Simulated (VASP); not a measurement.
# MnO (Fm-3m) in VASP: single point with PBE

Aim: the single point of MnO with PBE.

Program: VASP 6.6.1. These are calculated values, not measurements. Logs are shortened: lines on timing, memory, paths and dates and some standing lists are left out, and cuts for length are marked.

### Step 1. The cell of the first run

Symmetry: Fm-3m, No. 225, cubic system. Conventional cell: a = 4.412 Å, b = 4.412 Å, c = 4.412 Å, α = 90.00°, β = 90.00°, γ = 90.00°. Within 2.9 Å of Mn (site symmetry m-3m) lie 6 O at 2.21 Å. O (site symmetry m-3m) has 6 Mn at 2.21 Å within 2.9 Å.

### Step 2. Single point, PBE

Input file INCAR:

```
ALGO = Normal
EDIFF = 1E-6
ENCUT = 520
GGA = PE
ISIF = 2
ISMEAR = -1
LASPH = True
LCHARG = False
LREAL = False
LWAVE = False
NBANDS = 16
NELM = 100
PREC = Accurate
SIGMA = 0.1
```

Input file KPOINTS:

```
k-points
0
Gamma
  13 13 13
```

Input file POSCAR:

```
MnO
1.0
    0.0000000000      2.2061650000      2.2061650000
    2.2061650000      0.0000000000      2.2061650000
    2.2061650000      2.2061650000      0.0000000000
Mn O
1 1
Direct
    0.0000000000      0.0000000000      0.0000000000
    0.5000000000      0.5000000000      0.5000000000
```

Potentials or basis: VASP PAW PBE potentials, release 64 (Mn_pv, O).

The run is started by

```sh
$ cat potpaw_PBE.64/Mn_pv/POTCAR potpaw_PBE.64/O/POTCAR > POTCAR
$ mpirun -np 1 vasp_std > vasp.out
```

OUTCAR:

```text
EDIFF = 1E-6
   ENCUT = 520
   GGA = PE
   ISIF = 2
   ISMEAR = -1
   LASPH = True
   LREAL = False
   NELM = 100
   PREC = Accurate

 ion  position               nearest neighbor table
   1  0.000  0.000  0.000-   2 2.21   2 2.21   2 2.21   2 2.21   2 2.21   2 2.21
   2  0.500  0.500  0.500-   1 2.21   1 2.21   1 2.21   1 2.21   1 2.21   1 2.21

  LATTYP: Found a face centered cubic cell.
 ALAT       =     4.4123300000

  Lattice vectors:

 A1 = (   0.0000000000,   2.2061650000,   2.2061650000)
 A2 = (   2.2061650000,   0.0000000000,   2.2061650000)
 A3 = (   2.2061650000,   2.2061650000,   0.0000000000)

Analysis of symmetry for initial positions (statically):
=====================================================================
 Subroutine PRICEL returns:
 Original cell was already a primitive cell.

 Routine SETGRP: Setting up the symmetry group for a
 face centered cubic supercell.

 Subroutine GETGRP returns: Found 48 space group operations
 (whereof 48 operations were pure point group operations)
 out of a pool of 48 trial point group operations.

The static configuration has the point symmetry O_h .

Analysis of symmetry for dynamics (positions and initial velocities):
=====================================================================
 Subroutine PRICEL returns:
 Original cell was already a primitive cell.

 Routine SETGRP: Setting up the symmetry group for a
 face centered cubic supercell.

 Subroutine GETGRP returns: Found 48 space group operations
 (whereof 48 operations were pure point group operations)
 out of a pool of 48 trial point group operations.

The dynamic configuration has the point symmetry O_h .

 Subroutine INISYM returns: Found 48 space group operations
 (whereof 48 operations are pure point group operations),
 and found     1 'primitive' translations

----------------------------------------------------------------------------------------

                                     Primitive cell

  volume of cell :      21.4755

  direct lattice vectors                    reciprocal lattice vectors
     0.000000000  2.206165000  2.206165000    -0.226637627  0.226637627  0.226637627
     2.206165000  0.000000000  2.206165000     0.226637627 -0.226637627  0.226637627
     2.206165000  2.206165000  0.000000000     0.226637627  0.226637627 -0.226637627

  length of vectors
     3.119988464  3.119988464  3.119988464     0.392547885  0.392547885  0.392547885

  position of ions in fractional coordinates (direct lattice)
     0.000000000  0.000000000  0.000000000
     0.500000000  0.500000000  0.500000000

  ion indices of the primitive-cell ions
   primitive index   ion index
                 1           1
                 2           2

----------------------------------------------------------------------------------------

 KPOINTS: k-points

Automatic generation of k-mesh.
 Grid dimensions read from file:
 generate k-points for:   13   13   13

 Generating k-lattice:

  Cartesian coordinates                     Fractional coordinates (reciprocal lattice)
    -0.017433664  0.017433664  0.017433664     0.076923077  0.000000000  0.000000000
     0.017433664 -0.017433664  0.017433664     0.000000000  0.076923077  0.000000000
     0.017433664  0.017433664 -0.017433664     0.000000000  0.000000000  0.076923077

  Length of vectors
     0.030195991  0.030195991  0.030195991

  Shift w.r.t. Gamma in fractional coordinates (k-lattice)
     0.000000000  0.000000000  0.000000000

 Subroutine IBZKPT returns following result:
 ===========================================

 Found     84 irreducible k-points:

 Following reciprocal coordinates:
            Coordinates               Weight
  0.000000  0.000000  0.000000      1.000000
  0.076923  0.000000  0.000000      8.000000
  0.153846  0.000000  0.000000      8.000000
  0.230769  0.000000  0.000000      8.000000
  0.307692  0.000000  0.000000      8.000000
  0.384615  0.000000  0.000000      8.000000
[... 16 lines left out ...]
  0.384615  0.153846  0.000000     24.000000
  0.461538  0.153846  0.000000     24.000000
 [... further k-points ...]
   k-points           NKPTS =     84   k-points in BZ     NKDIM =     84   number of bands    NBANDS=     16
   number of dos      NEDOS =    301   number of ions     NIONS =      2
   total plane-waves  NPLWV =  13824
   dimension x,y,z NGX =    24 NGY =   24 NGZ =   24
   dimension x,y,z NGXF=    48 NGYF=   48 NGZF=   48
   ions per type =               1   1
   NGX,Y,Z   is equivalent  to a cutoff of  12.79, 12.79, 12.79 a.u.
   NGXF,Y,Z  is equivalent  to a cutoff of  25.58, 25.58, 25.58 a.u.
 SYSTEM =  unknown system
   PREC   = accura    normal or accurate (medium, high low for compatibility)
   ISTART =      0    job   : 0-new  1-cont  2-samecut
   ICHARG =      2    charge: 1-file 2-atom 10-const
   ISPIN  =      1    spin polarized calculation?
   LNONCOLLINEAR =      F non collinear calculations
   LSORBIT =      F    spin-orbit coupling
   LASPH  =      T    aspherical Exc in radial PAW
   ENCUT  =  520.0 eV  38.22 Ry    6.18 a.u.   5.80  5.80  5.80*2*pi/ulx,y,z
   NELM   =    100;   NELMIN=  2; NELMDL= -5     # of ELM steps
   EDIFF  = 0.1E-05   stopping-criterion for ELM
   LREAL  =      F    real-space projection
   EDIFFG = 0.1E-04   stopping-criterion for IOM
   NSW    =      0    number of steps for IOM
   IBRION =     -1    ionic relax: 0-MD 1-quasi-New 2-CG
   NFREE  =      0    steps in history (QN), initial steepest desc. (CG)
   ISIF   =      2    stress and relaxation
   ISYM   =      2    0-nonsym 1-usesym 2-fastsym
   POTIM  = 0.5000    time-step for ionic-motion
   TEBEG  =    0.0;   TEEND  =   0.0 temperature during run
   PSTRESS=    0.0 pullay stress
   NELECT =      19.0000    total number of electrons
   NUPDOWN=      -1.0000    fix difference up-down
   EMIN   =  10.00;   EMAX   =-10.00  energy-range for DOS
   EFERMI =   0.00;   METHOD = LEGACY
   ISMEAR =    -1;   SIGMA  =   0.10  broadening in eV -4-tet -1-fermi 0-gaus
   EFERMI_NEDOS =   21; number of points for ismear=-14 and -15
   IALGO  =     38    algorithm
   IMIX   =      4    mixing-type and parameters
     AMIX     =   0.40;   BMIX     =  1.00
     AMIX_MAG =   1.60;   BMIX_MAG =  1.00
  volume/ion in A,a.u.               =      10.74        72.46
  Fermi-wavevector in a.u.,A,eV,Ry     =   1.571610  2.969912 33.605807  2.469957
  Thomas-Fermi vector in A             =   2.673168
   LORBIT       =      0    0 simple, 1 ext, 2 COOP (PROOUT), +10 PAW based schemes
   GGA     = PE    functional components
   LHFCALC =     F    Hartree Fock is set to
   AEXX    =    0.0000 exact exchange contribution
   IVDW    =     0    specifies the selected vdW correction
   LEPSILON=     F    determine dielectric tensor
   LRPA    =     F    only Hartree local field effects (RPA)
 non-spin polarized calculation
  energy-cutoff  :      520.00
  volume of cell :       21.48
 maximum number of plane-waves:       589
   NGX = 11   NGY = 11   NGZ = 11

 number of electron      19.0000001 magnetization

 Free energy of the ion-electron system (eV)
  ---------------------------------------------------
  ext. energy  EPLUGINS =         0.00000000
  ---------------------------------------------------
  free energy    TOTEN  =       -14.45647198 eV

  energy without entropy =      -14.23346947  energy(sigma->0) =      -14.34497072

 E-fermi :   7.3150     XC(G=0): -12.1372

 val. band max:        7.3142553201   @ k =  -0.4615   0.4615   0.0000
 cond. band min:       7.3283243829   @ k =   0.4615   0.2308   0.0769
 fundamental gap:      0.0140690628
 Fermi energy:         7.3149802640

 k-point     1 :       0.0000    0.0000    0.0000
  band No.  band energies     occupation
      1     -40.7975      2.00000
      2     -40.7974      2.00000
      3     -40.7974      2.00000
      4     -13.0397      2.00000
      5       3.4790      2.00000
      6       3.4790      2.00000
[... 8 lines left out ...]
     15      24.8655      0.00000
     16      24.8655      0.00000

 k-point     2 :       0.0769    0.0000    0.0000
  band No.  band energies     occupation
      1     -40.8019      2.00000
      2     -40.7980      2.00000
      3     -40.7980      2.00000
      4     -12.9907      2.00000
      5       3.0879      2.00000
      6       3.3181      2.00000
[... 8 lines left out ...]
     15      24.6860      0.00000
     16      24.6860      0.00000

 k-point     3 :       0.1538    0.0000    0.0000
  band No.  band energies     occupation
      1     -40.8140      2.00000
      2     -40.7995      2.00000
      3     -40.7995      2.00000
      4     -12.8511      2.00000
      5       2.2325      2.00000
      6       2.9445      2.00000
[... 8 lines left out ...]
     15      24.0044      0.00000
     16      24.0045      0.00000

 k-point     4 :       0.2308    0.0000    0.0000
  band No.  band energies     occupation
      1     -40.8311      2.00000
      2     -40.8016      2.00000
      3     -40.8016      2.00000
      4     -12.6467      2.00000
      5       1.2892      2.00000
      6       2.5238      2.00000
[... 8 lines left out ...]
     15      22.9102      0.00000
     16      22.9102      0.00000

 k-point     5 :       0.3077    0.0000    0.0000
  band No.  band energies     occupation
      1     -40.8493      2.00000
      2     -40.8039      2.00000
      3     -40.8039      2.00000
      4     -12.4183      2.00000
      5       0.4463      2.00000
      6       2.1549      2.00000
[... 8 lines left out ...]
     15      21.8001      0.00000
     16      21.8001      0.00000

 k-point     6 :       0.3846    0.0000    0.0000
  band No.  band energies     occupation
      1     -40.8642      2.00000
      2     -40.8057      2.00000
      3     -40.8057      2.00000
      4     -12.2188      2.00000
      5      -0.1837      2.00000
      6       1.8882      2.00000
[... 8 lines left out ...]
     15      20.9343      0.00000
     16      20.9343      0.00000

 k-point     7 :       0.4615    0.0000    0.0000
  band No.  band energies     occupation
      1     -40.8726      2.00000
      2     -40.8068      2.00000
      3     -40.8068      2.00000
      4     -12.1012      2.00000
      5      -0.5213      2.00000
      6       1.7494      2.00000
[... 8 lines left out ...]
     15      20.4614      0.00000
     16      20.4614      0.00000

 k-point     8 :       0.0769    0.0769    0.0000
  band No.  band energies     occupation
      1     -40.8016      2.00000
      2     -40.7990      2.00000
      3     -40.7990      2.00000
      4     -12.9750      2.00000
      5       2.8645      2.00000
      6       3.3544      2.00000
[... 8 lines left out ...]
     15      24.2497      0.00000
     16      24.2497      0.00000

 k-point     9 :       0.1538    0.0769    0.0000
  band No.  band energies     occupation
      1     -40.8106      2.00000
      2     -40.8010      2.00000
      3     -40.8000      2.00000
      4     -12.8681      2.00000
      5       2.2350      2.00000
      6       3.0563      2.00000
[... 8 lines left out ...]
     15      23.6530      0.00000
     16      23.7193      0.00000
[... 172 lines left out ...]
 k-point    19 :      -0.0769    0.0769    0.0000
  band No.  band energies     occupation
      1     -40.8078      2.00000
      2     -40.8006      2.00000
      3     -40.7981      2.00000
      4     -12.9120      2.00000
      5       2.5463      2.00000
      6       3.0362      2.00000
[... 8 lines left out ...]
     15      23.4633      0.00000
     16      25.0168      0.00000

 k-point    20 :       0.1538    0.1538    0.0000
  band No.  band energies     occupation
      1     -40.8129      2.00000
      2     -40.8034      2.00000
      3     -40.8034      2.00000
      4     -12.8013      2.00000
      5       1.8228      2.00000
      6       3.0903      2.00000
[... 8 lines left out ...]
     15      23.2441      0.00000
     16      23.2441      0.00000

 k-point    21 :       0.2308    0.1538    0.0000
  band No.  band energies     occupation
      1     -40.8239      2.00000
      2     -40.8063      2.00000
      3     -40.8055      2.00000
      4     -12.6631      2.00000
      5       1.3025      2.00000
      6       2.7857      2.00000
[... 8 lines left out ...]
     15      21.7501      0.00000
     16      22.7160      0.00000

 k-point    22 :       0.3077    0.1538    0.0000
  band No.  band energies     occupation
      1     -40.8387      2.00000
      2     -40.8088      2.00000
      3     -40.8080      2.00000
      4     -12.4804      2.00000
      5       0.7748      2.00000
      6       2.3157      2.00000
[... 8 lines left out ...]
     15      20.5928      0.00000
     16      22.0862      0.00000

 k-point    23 :       0.3846    0.1538    0.0000
  band No.  band energies     occupation
      1     -40.8530      2.00000
      2     -40.8113      2.00000
      3     -40.8106      2.00000
      4     -12.2925      2.00000
      5       0.2971      2.00000
      6       1.9010      2.00000
[... 8 lines left out ...]
     15      19.7704      0.00000
     16      21.4675      0.00000

 k-point    24 :       0.4615    0.1538    0.0000
  band No.  band energies     occupation
      1     -40.8635      2.00000
      2     -40.8148      2.00000
      3     -40.8111      2.00000
      4     -12.1443      2.00000
      5      -0.0604      2.00000
      6       1.6406      2.00000
[... 8 lines left out ...]
     15      19.1944      0.00000
     16      21.0070      0.00000

 [... further k-points ...]
[... 5 lines left out ...]
  --------------------------------------------------------------------------------------
  -------------------------------------------------------------------------------------
  Total       -4.1464992     -4.1464992     -4.1464992     -0.0000000      0.0000000     -0.0000000
  in kB     -309.3486310   -309.3486310   -309.3486310     -0.0000000      0.0000000     -0.0000000
  external PRESSURE =    -309.3486310 kB  Pullay stress =       0.0000000 kB

 VOLUME and BASIS-vectors are now :
 -----------------------------------------------------------------------------
  energy-cutoff  :      520.00
  volume of cell :       21.48
      direct lattice vectors                 reciprocal lattice vectors
     0.000000000  2.206165000  2.206165000    -0.226637627  0.226637627  0.226637627
     2.206165000  0.000000000  2.206165000     0.226637627 -0.226637627  0.226637627
     2.206165000  2.206165000  0.000000000     0.226637627  0.226637627 -0.226637627

 POSITION                                       TOTAL-FORCE (eV/Angst)
 -----------------------------------------------------------------------------------
      0.00000      0.00000      0.00000         0.000000      0.000000     -0.000000
      2.20616      2.20616      2.20616        -0.000000     -0.000000      0.000000
 -----------------------------------------------------------------------------------
    total drift:                                0.000000     -0.000000     -0.000000

  FREE ENERGIE OF THE ION-ELECTRON SYSTEM (eV)
  ---------------------------------------------------
  free  energy   TOTEN  =       -14.4564719750 eV

  energy  without entropy=      -14.2334694701  energy(sigma->0) =      -14.34497072
```

Run time: 28 s. Hardware: 1 thread of AMD EPYC 7R43 (Zen 3), shared host; peak memory 0.12 GiB.

Results:

```yaml
Free_energy: -14.4565 eV
Pressure: -30.9 GPa
```

Caveat: an odd number of electrons without spin polarisation forces a metal; a magnetic or distorted state may lie lower; the run has no spin polarisation, though such a crystal can be magnetic; semilocal functionals often make such compounds metallic where correlation or magnetic order opens a gap, which also shifts bond lengths.
